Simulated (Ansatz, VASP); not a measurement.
## One calculation of Sr, two programs

```xyz
2
Lattice="4.4393 0.0000 0.0000 -2.2197 3.8445 0.0000 0.0000 0.0000 6.8385" Properties=species:S:1:pos:R:3 pbc="T T T"
Sr    0.0000    2.5630    1.7096
Sr    2.2197    1.2815    5.1289
```

Change from the starting cell: strain +0.030 along x and y, -0.030 along z, atoms carried along.

Alike in both runs: task single point; functional r2SCAN; k mesh 12 × 12 × 8; occupations gaussian, width 0.15 eV; no spin polarisation.

```csv
,VASP,Ansatz
version,VASP 6.6.1,Ansatz 0.2.0
potentials or method,"VASP PAW PBE potentials, release 64 (Sr_sv), cutoff 520 eV","scalar-relativistic, plane waves, PAW"
valence electrons in the cell,20,20
```

|  | VASP | Ansatz | Ansatz less VASP |
| --- | --- | --- | --- |
| gap on the k mesh at the Fermi level (eV) | none | none | - |
| pressure (GPa) | -0.2 | -0.2 | -0.01 |
| traceless stress, the component that is largest in VASP (GPa) | 0.81 | 0.81 | -0.002 |

VASP's potentials were made for PBE, not for r2SCAN. A gap of «none» marks a metal or a gap that the smearing closes.
